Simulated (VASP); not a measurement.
Input of a VASP 6.6.1 run:

File INCAR:

```
PREC     = Accurate       # precision mode
ENCUT    = 520            # plane-wave cutoff, eV
EDIFF    = 1E-6           # SCF threshold, eV
ISMEAR   = -1             # smearing method
SIGMA    = 0.05           # smearing width, eV
LREAL    = False          # projectors in reciprocal space
LASPH    = True           # aspherical terms in the spheres
NELM     = 80             # most SCF steps
ALGO     = Normal         # electronic algorithm
ISIF     = 2              # what is computed and relaxed
LWAVE    = False          # write WAVECAR
LCHARG   = False          # write CHGCAR
GGA      = PE             # functional
NBANDS   = 11             # bands
```

The input KPOINTS:

```
regular mesh
0
Gamma
  11 11 11
```

POSCAR

```
Si
1.0
   -2.4178816084      2.4178816084      1.3553360359
    2.4178816084     -2.4178816084      1.3553360359
    2.4178816084      2.4178816084     -1.3553360359
Si
2
Direct
    0.5000000000      0.5000000000      0.0000000000
    0.2500000000      0.7500000000      0.5000000000
```

Potentials or basis: VASP PAW PBE potentials, release 64 (Si).

Run with:

```sh
$ cat potpaw_PBE.64/Si/POTCAR > POTCAR
$ mpirun -np 1 vasp_std > vasp.out
```

Predict the band gap on the k mesh.

zero (band 4 reaches 10.95 eV, above the bottom of band 5 at 5.22 eV).

Estimate the pressure.

-3.0 GPa.

Stress tensor (GPa, compression positive):
```
-2.87  0.00  0.00
 0.00 -2.87  0.00
 0.00  0.00 -3.40
```
